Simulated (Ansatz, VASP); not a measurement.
## Si: VASP beside Ansatz

```
Si
1.0
     0.00000    2.68855    2.68855
     2.68855    0.00000    2.68855
     2.68855    2.68855    0.00000
Si
2
Cartesian
  0.0000 0.0000 0.0000
  1.3443 1.3443 1.3443
```

Change from the starting cell: volume scaled by 0.95.

Alike in both runs: task single point; functional PBE; k mesh 13 × 13 × 13; occupations fermi-dirac, width 0.05 eV; no spin polarisation.

|  | VASP | Ansatz |
| --- | --- | --- |
| version | VASP 6.6.1 | Ansatz 0.2.0 |
| potentials or method | VASP PAW PBE potentials, release 64 (Si), cutoff 520 eV | all-electron LAPW, scalar-relativistic |

VASP gave:

| Item | Value |
| --- | --- |
| pressure (GPa) | 5.0 |

Estimate Ansatz's values.

pressure (GPa): 5.1.

Ansatz ran all-electron here, and VASP with PAW potentials.
